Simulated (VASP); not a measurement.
# KBr (Fm-3m) in VASP: notebook

Runs on KBr. Level: r2SCAN+D3(BJ). Tasks: single point.

Program: VASP 6.6.1. These are calculated values, not measurements. Logs are shortened: lines on timing, memory, paths and dates and some standing lists are left out, and cuts for length are marked.

### 1 The cell of the first run

It takes space group Fm-3m (No. 225, cubic). Conventional cell: a = 6.511 Å, b = 6.511 Å, c = 6.511 Å, α = 90.00°, β = 90.00°, γ = 90.00°. Br (site symmetry m-3m) has 6 K at 3.26 Å within 4.3 Å. Within 4.3 Å of K (site symmetry m-3m) lie 6 Br at 3.26 Å.

### 2 Single point, r2SCAN+D3(BJ)

File POSCAR:

```
KBr
1.0
    0.0000000000      3.2553999381      3.2553999381
    3.2553999381      0.0000000000      3.2553999381
    3.2553999381      3.2553999381      0.0000000000
Br K
1 1
Direct
    0.5000000000      0.5000000000      0.5000000000
    0.0000000000      0.0000000000      0.0000000000
```

File INCAR.step1:

```
  PREC = Accurate
  ENCUT = 520
  ISMEAR = -1
  SIGMA = 0.05
  LREAL = F
  LASPH = T
  NELM = 80
  NBANDS = 15
  GGA = PE
  ALGO = Normal
  EDIFF = 1E-4
  LWAVE = T
  LCHARG = F
```

File INCAR.step2:

```
  PREC = Accurate
  ENCUT = 520
  EDIFF = 1E-6
  ISMEAR = -1
  SIGMA = 0.05
  LREAL = F
  LASPH = T
  NELM = 80
  ALGO = Normal
  ISIF = 2
  LWAVE = F
  LCHARG = T
  METAGGA = R2SCAN
  LMIXTAU = T
  IVDW = 12
  VDW_S6 = 1.0
  VDW_S8 = 0.78981345
  VDW_A1 = 0.49484001
  VDW_A2 = 5.73083694
  LELF = T
  LVHAR = T
  NBANDS = 15
  ISTART = 1
```

File KPOINTS:

```
Automatic mesh
0
Gamma
  7 7 7
```

Potentials or basis: VASP PAW PBE potentials, release 64 (Br, K_sv).

On the command line:

```bash
$ cat potpaw_PBE.64/Br/POTCAR potpaw_PBE.64/K_sv/POTCAR > POTCAR
$ cp INCAR.step1 INCAR
$ mpirun -np 1 vasp_std > vasp.out
$ cp INCAR.step2 INCAR
$ mpirun -np 1 vasp_std > vasp.out
```

OUTCAR:

```text
PREC = Accurate
   ENCUT = 520
   EDIFF = 1E-6
   ISMEAR = -1
   LREAL = F
   LASPH = T
   NELM = 80
   ISIF = 2
   METAGGA = R2SCAN
   IVDW = 12
   ISTART = 1
 IVDW          = 12

 ion  position               nearest neighbor table
   1  0.500  0.500  0.500-   2 3.26   2 3.26   2 3.26   2 3.26   2 3.26   2 3.26
   2  0.000  0.000  0.000-   1 3.26   1 3.26   1 3.26   1 3.26   1 3.26   1 3.26

  LATTYP: Found a face centered cubic cell.
 ALAT       =     6.5107998762

  Lattice vectors:

 A1 = (   0.0000000000,   3.2553999381,   3.2553999381)
 A2 = (   3.2553999381,   0.0000000000,   3.2553999381)
 A3 = (   3.2553999381,   3.2553999381,   0.0000000000)

Analysis of symmetry for initial positions (statically):
=====================================================================
 Subroutine PRICEL returns:
 Original cell was already a primitive cell.

 Routine SETGRP: Setting up the symmetry group for a
 face centered cubic supercell.

 Subroutine GETGRP returns: Found 48 space group operations
 (whereof 48 operations were pure point group operations)
 out of a pool of 48 trial point group operations.

The static configuration has the point symmetry O_h .

Analysis of symmetry for dynamics (positions and initial velocities):
=====================================================================
 Subroutine PRICEL returns:
 Original cell was already a primitive cell.

 Routine SETGRP: Setting up the symmetry group for a
 face centered cubic supercell.

 Subroutine GETGRP returns: Found 48 space group operations
 (whereof 48 operations were pure point group operations)
 out of a pool of 48 trial point group operations.

The dynamic configuration has the point symmetry O_h .

 Subroutine INISYM returns: Found 48 space group operations
 (whereof 48 operations are pure point group operations),
 and found     1 'primitive' translations

----------------------------------------------------------------------------------------

                                     Primitive cell

  volume of cell :      68.9990

  direct lattice vectors                    reciprocal lattice vectors
     0.000000000  3.255399938  3.255399938    -0.153590959  0.153590959  0.153590959
     3.255399938  0.000000000  3.255399938     0.153590959 -0.153590959  0.153590959
     3.255399938  3.255399938  0.000000000     0.153590959  0.153590959 -0.153590959

  length of vectors
     4.603830743  4.603830743  4.603830743     0.266027345  0.266027345  0.266027345

  position of ions in fractional coordinates (direct lattice)
     0.500000000  0.500000000  0.500000000
     0.000000000  0.000000000  0.000000000

  ion indices of the primitive-cell ions
   primitive index   ion index
                 1           1
                 2           2

----------------------------------------------------------------------------------------

 KPOINTS: Automatic mesh

Automatic generation of k-mesh.
 Grid dimensions read from file:
 generate k-points for:    7    7    7

 Generating k-lattice:

  Cartesian coordinates                     Fractional coordinates (reciprocal lattice)
    -0.021941566  0.021941566  0.021941566     0.142857143  0.000000000  0.000000000
     0.021941566 -0.021941566  0.021941566     0.000000000  0.142857143  0.000000000
     0.021941566  0.021941566 -0.021941566     0.000000000  0.000000000  0.142857143

  Length of vectors
     0.038003906  0.038003906  0.038003906

  Shift w.r.t. Gamma in fractional coordinates (k-lattice)
     0.000000000  0.000000000  0.000000000

 Subroutine IBZKPT returns following result:
 ===========================================

 Found     20 irreducible k-points:

 Following reciprocal coordinates:
            Coordinates               Weight
  0.000000  0.000000  0.000000      1.000000
  0.142857  0.000000  0.000000      8.000000
  0.285714  0.000000  0.000000      8.000000
  0.428571  0.000000  0.000000      8.000000
  0.142857  0.142857  0.000000      6.000000
  0.285714  0.142857  0.000000     24.000000
[... 12 lines left out ...]
 -0.428571  0.428571  0.142857     24.000000
 -0.285714  0.428571  0.142857     24.000000
   k-points           NKPTS =     20   k-points in BZ     NKDIM =     20   number of bands    NBANDS=     15
   number of dos      NEDOS =    301   number of ions     NIONS =      2
   total plane-waves  NPLWV =  46656
   dimension x,y,z NGX =    36 NGY =   36 NGZ =   36
   dimension x,y,z NGXF=    72 NGYF=   72 NGZF=   72
   ions per type =               1   1
   NGX,Y,Z   is equivalent  to a cutoff of  13.00, 13.00, 13.00 a.u.
   NGXF,Y,Z  is equivalent  to a cutoff of  26.00, 26.00, 26.00 a.u.
 SYSTEM =  unknown system
   PREC   = accura    normal or accurate (medium, high low for compatibility)
   ISTART =      1    job   : 0-new  1-cont  2-samecut
   ICHARG =      0    charge: 1-file 2-atom 10-const
   ISPIN  =      1    spin polarized calculation?
   LNONCOLLINEAR =      F non collinear calculations
   LSORBIT =      F    spin-orbit coupling
   LASPH  =      T    aspherical Exc in radial PAW
   ENCUT  =  520.0 eV  38.22 Ry    6.18 a.u.   8.56  8.56  8.56*2*pi/ulx,y,z
   NELM   =     80;   NELMIN=  2; NELMDL=  0     # of ELM steps
   EDIFF  = 0.1E-05   stopping-criterion for ELM
   LREAL  =      F    real-space projection
[... 7 lines left out ...]
   TEBEG  =    0.0;   TEEND  =   0.0 temperature during run
   PSTRESS=    0.0 pullay stress
   NELECT =      16.0000    total number of electrons
   NUPDOWN=      -1.0000    fix difference up-down
   EMIN   =  10.00;   EMAX   =-10.00  energy-range for DOS
   EFERMI =   0.00;   METHOD = LEGACY
   ISMEAR =    -1;   SIGMA  =   0.05  broadening in eV -4-tet -1-fermi 0-gaus
   EFERMI_NEDOS =   21; number of points for ismear=-14 and -15
   IALGO  =     38    algorithm
   IMIX   =      4    mixing-type and parameters
     AMIX     =   0.40;   BMIX     =  1.00
     AMIX_MAG =   1.60;   BMIX_MAG =  1.00
  volume/ion in A,a.u.               =      34.50       232.81
  Fermi-wavevector in a.u.,A,eV,Ry     =   1.005774  1.900638 13.763404  1.011582
  Thomas-Fermi vector in A             =   2.138475
   LORBIT       =      0    0 simple, 1 ext, 2 COOP (PROOUT), +10 PAW based schemes
   METAGGA = R2SCAN    functional components
   LHFCALC =     F    Hartree Fock is set to
   AEXX    =    0.0000 exact exchange contribution
   IVDW    =    12    specifies the selected vdW correction
   LEPSILON=     F    determine dielectric tensor
   LRPA    =     F    only Hartree local field effects (RPA)
 non-spin polarized calculation
  energy-cutoff  :      520.00
  volume of cell :       69.00
 maximum number of plane-waves:      1875
 NGX is ok and might be reduce to    36
   NGX = 17   NGY = 17   NGZ = 17

 number of electron      16.0000001 magnetization

 Free energy of the ion-electron system (eV)
  ---------------------------------------------------
  ext. energy  EPLUGINS =         0.00000000
  ---------------------------------------------------
  free energy    TOTEN  =       -23.24062271 eV

  energy without entropy =      -23.24062271  energy(sigma->0) =      -23.24062271

 E-fermi :  -0.8611     XC(G=0):  -7.9270

 val. band max:       -1.9824785905   @ k =   0.0000   0.0000   0.0000
 cond. band min:       3.2167436233   @ k =   0.0000   0.0000   0.0000
 fundamental gap:      5.1992222137
 Fermi energy:        -0.8610841936

 k-point     1 :       0.0000    0.0000    0.0000
  band No.  band energies     occupation
      1     -30.7801      2.00000
      2     -14.7637      2.00000
      3     -13.4898      2.00000
      4     -13.4898      2.00000
      5     -13.4898      2.00000
      6      -1.9825      2.00000
      7      -1.9825      2.00000
      8      -1.9825      2.00000
      9       3.2167      0.00000
     10       6.2544      0.00000
     11       6.2544      0.00000
     12       6.2544      0.00000
     13       7.2617      0.00000
     14       7.2617      0.00000
     15      10.1865      0.00000

 k-point     2 :       0.1429    0.0000    0.0000
  band No.  band energies     occupation
      1     -30.7788      2.00000
      2     -14.8031      2.00000
      3     -13.4908      2.00000
      4     -13.4908      2.00000
      5     -13.4339      2.00000
      6      -2.2750      2.00000
      7      -2.0555      2.00000
      8      -2.0555      2.00000
      9       3.7320      0.00000
     10       6.1072      0.00000
     11       6.5159      0.00000
     12       6.5159      0.00000
     13       7.5540      0.00000
     14       7.5540      0.00000
     15      10.9837      0.00000

 k-point     3 :       0.2857    0.0000    0.0000
  band No.  band energies     occupation
      1     -30.7759      2.00000
      2     -14.8821      2.00000
      3     -13.4930      2.00000
      4     -13.4930      2.00000
      5     -13.3172      2.00000
      6      -2.8179      2.00000
      7      -2.2113      2.00000
      8      -2.2113      2.00000
      9       4.7059      0.00000
     10       6.2303      0.00000
     11       7.2367      0.00000
     12       7.2367      0.00000
     13       8.3389      0.00000
     14       8.3389      0.00000
     15      10.9987      0.00000
[... 271 lines left out ...]
 k-point    19 :      -0.4286    0.4286    0.1429
  band No.  band energies     occupation
      1     -30.7716      2.00000
      2     -14.7386      2.00000
      3     -13.5605      2.00000
      4     -13.5408      2.00000
      5     -13.4280      2.00000
      6      -2.8114      2.00000
      7      -2.4189      2.00000
      8      -2.4062      2.00000
      9       4.9771      0.00000
     10       6.5481      0.00000
     11       7.4488      0.00000
     12       8.6076      0.00000
     13       8.7526      0.00000
     14       9.5492      0.00000
     15      10.1285      0.00000

 k-point    20 :      -0.2857    0.4286    0.1429
  band No.  band energies     occupation
      1     -30.7714      2.00000
      2     -14.7672      2.00000
      3     -13.5670      2.00000
      4     -13.5394      2.00000
      5     -13.3808      2.00000
      6      -2.6990      2.00000
      7      -2.6503      2.00000
      8      -2.4310      2.00000
      9       5.6416      0.00000
     10       6.4373      0.00000
     11       7.3870      0.00000
     12       8.0699      0.00000
     13       9.4039      0.00000
     14       9.5126      0.00000
     15      10.4378      0.00000

------------------------ aborting loop because EDIFF is reached ----------------------------------------

 Edisp (eV)   -0.20669

 E8    (eV) :    -0.0766

  FORCE on cell =-STRESS in cart. coord.  units (eV):
  Direction    XX          YY          ZZ          XY          YZ          ZX
  --------------------------------------------------------------------------------------
  -------------------------------------------------------------------------------------
  Total       0.13200     0.13200     0.13200    -0.00000     0.00000     0.00000
  in kB       3.06512     3.06512     3.06512    -0.00000     0.00000     0.00000
  external pressure =        3.07 kB  Pullay stress =        0.00 kB

 VOLUME and BASIS-vectors are now :
 -----------------------------------------------------------------------------
  energy-cutoff  :      520.00
  volume of cell :       69.00
      direct lattice vectors                 reciprocal lattice vectors
     0.000000000  3.255399938  3.255399938    -0.153590959  0.153590959  0.153590959
     3.255399938  0.000000000  3.255399938     0.153590959 -0.153590959  0.153590959
     3.255399938  3.255399938  0.000000000     0.153590959  0.153590959 -0.153590959

 POSITION                                       TOTAL-FORCE (eV/Angst)
 -----------------------------------------------------------------------------------
      3.25540      3.25540      3.25540        -0.000000     -0.000000     -0.000000
      0.00000      0.00000      0.00000         0.000000      0.000000      0.000000
 -----------------------------------------------------------------------------------
    total drift:                                0.000000      0.000000      0.000000

  FREE ENERGIE OF THE ION-ELECTRON SYSTEM (eV)
  ---------------------------------------------------
  free  energy   TOTEN  =       -23.4473174118 eV

  energy  without entropy=      -23.4473174117  energy(sigma->0) =      -23.44731741
```

Wall time 38 s (1 thread of Intel Xeon 6975P-C (Granite Rapids), shared host); peak memory 0.22 GiB.

What came out:

| Quantity | Value |
| --- | --- |
| Free energy | -23.4473 eV |
| Pressure | 0.3 GPa |
| Band gap on the k mesh | 5.20 eV |
| Dispersion energy per atom | -0.103 eV |

Levels at points of the mesh, in eV from the valence-band top:
```
           k point  band 6  band 7  band 8  band 9  band 10  band 11
(0.00, 0.00, 0.00)    0.00    0.00    0.00    5.20     8.24     8.24
```

Caveat: the PAW data sets were made with another functional, which shifts forces and pressure a little.

### 3 Single point, r2SCAN+D3(BJ)

This run uses another cell than the first one, of 35.22 Å³/atom.

File POSCAR:

```
KBr
1.0
    0.0000000000      3.2778516817      3.2778516817
    3.2778516817      0.0000000000      3.2778516817
    3.2778516817      3.2778516817      0.0000000000
Br K
1 1
Direct
    0.5000000000      0.5000000000      0.5000000000
    0.0000000000      0.0000000000      0.0000000000
```

File INCAR.step1:

```
PREC = Accurate
ENCUT = 520
ISMEAR = -1
SIGMA = 0.05
LREAL = F
LASPH = T
NELM = 60
NBANDS = 15
GGA = PE
ALGO = Normal
EDIFF = 1E-4
LWAVE = T
LCHARG = F
```

File INCAR.step2:

```
PREC = Accurate
ENCUT = 520
EDIFF = 1E-6
ISMEAR = -1
SIGMA = 0.05
LREAL = F
LASPH = T
NELM = 60
ALGO = Normal
ISIF = 2
LWAVE = F
LCHARG = T
METAGGA = R2SCAN
LMIXTAU = T
IVDW = 12
VDW_S6 = 1.0
VDW_S8 = 0.78981345
VDW_A1 = 0.49484001
VDW_A2 = 5.73083694
LELF = T
LVHAR = T
NBANDS = 15
ISTART = 1
```

File KPOINTS:

```
regular mesh
0
Gamma
  7 7 7
```

Potentials or basis: VASP PAW PBE potentials, release 64 (Br, K_sv).

On the command line:

```bash
$ cat potpaw_PBE.64/Br/POTCAR potpaw_PBE.64/K_sv/POTCAR > POTCAR
$ cp INCAR.step1 INCAR
$ mpirun -np 1 vasp_std > vasp.out
$ cp INCAR.step2 INCAR
$ mpirun -np 1 vasp_std > vasp.out
```

Wall time 47 s (1 thread of Intel Xeon 6975P-C (Granite Rapids), shared host); peak memory 0.22 GiB.

Results (log left out):

```
Free energy                : -23.4486 eV
Pressure                   : -0.1 GPa
Band gap on the k mesh     : 5.14 eV
Dispersion energy per atom : -0.101 eV
```

Levels at points of the mesh, in eV from the valence-band top:
| k point | band 5 | band 6 | band 7 | band 8 | band 9 | band 10 | band 11 | band 12 |
| --- | --- | --- | --- | --- | --- | --- | --- | --- |
| (0.00, 0.00, 0.00) | -11.55 | 0.00 | 0.00 | 0.00 | 5.14 | 8.24 | 8.24 | 8.24 |

Caveat: the PAW data sets were made with another functional, which shifts forces and pressure a little.

(Part 1 of 2 ends here.)
